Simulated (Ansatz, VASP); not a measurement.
ScAl2P3: VASP beside Ansatz

File INCAR:

```
SYSTEM = ScAl2P3
PREC = Accurate
ENCUT = 520
EDIFF = 1E-7
ISMEAR = 0
SIGMA = 0.1
LREAL = .False.
LASPH = .True.
NELM = 60
ALGO = Normal
ISIF = 2
LWAVE = .False.
LCHARG = .True.
GGA = PE
LELF = .True.
LVHAR = .True.
NBANDS = 25
```

The input KPOINTS:

```
Automatic mesh
0
Gamma
  6 6 2
  0 0 0
```

The input POSCAR:

```
ScAl2P3
1.0
    3.6939289400      0.0000000000      0.0000000000
    0.0000000000      3.6939289400      0.0000000000
    0.0000000000      0.0000000000      8.1380722700
Sc Al P
1 2 3
Direct
    0.0000000000      0.0000000000      0.0000000000
    0.0000000000      0.5000000000      0.7315000300
    0.5000000000      0.0000000000      0.2684999700
    0.0000000000      0.5000000000      0.3835000100
    0.5000000000      0.0000000000      0.6164999900
    0.5000000000      0.5000000000      0.0000000000
```

Input for Ansatz:

```yaml
crystal:
  lattice:
    - [3.69392894, 0.0, 0.0]
    - [0.0, 3.69392894, 0.0]
    - [0.0, 0.0, 8.13807227]
  atoms:
    - { symbol: Sc, position: [0.0, 0.0, 0.0] }
    - { symbol: Al, position: [0.0, 0.5, 0.73150003] }
    - { symbol: Al, position: [0.5, 0.0, 0.26849997] }
    - { symbol: P, position: [0.0, 0.5, 0.38350001] }
    - { symbol: P, position: [0.5, 0.0, 0.61649999] }
    - { symbol: P, position: [0.5, 0.5, 0.0] }
basis:
  ecutwfc: 420
kpoints:
  mp_grid: { grid: [6, 6, 2] }
hamiltonian:
  xc: pbe
scf:
  occupations: { method: gaussian, width: 0.1 }
  lower_state_search: "off"
output:
  forces: true
  stress: true
  eigenvalues: true
```

Change from the starting cell: species swapped into the Ti2CuSb3 type (P-4m2, No. 115).

Alike in both runs: task single point; functional PBE; k mesh 6 × 6 × 2; occupations gaussian, width 0.1 eV; no spin polarisation.

```csv
,VASP,Ansatz
version,VASP 6.6.1,Ansatz 0.2.0
potentials or method,"VASP PAW PBE potentials, release 64 (Sc_sv, Al, P), cutoff 520 eV","scalar-relativistic, plane waves, PAW"
valence electrons in the cell,32,32
```

Ansatz gave:

- gap on the k mesh at the Fermi level (eV): none
- pressure (GPa): -6.8
- traceless stress, the component that is largest in VASP (GPa): -0.09
- rms of the force components (eV/Å): 0.692

Problem. What did VASP give for the same quantities?

Solution. gap on the k mesh at the Fermi level (eV): none; pressure (GPa): -6.8; traceless stress, the component that is largest in VASP (GPa): -0.13; rms of the force components (eV/Å): 0.694.

Atom by atom the forces differ by 0.001 eV/Å (rms over components). A gap of «none» marks a metal or a gap that the smearing closes.

The k mesh is coarse, so the values compare programs but aren't converged.
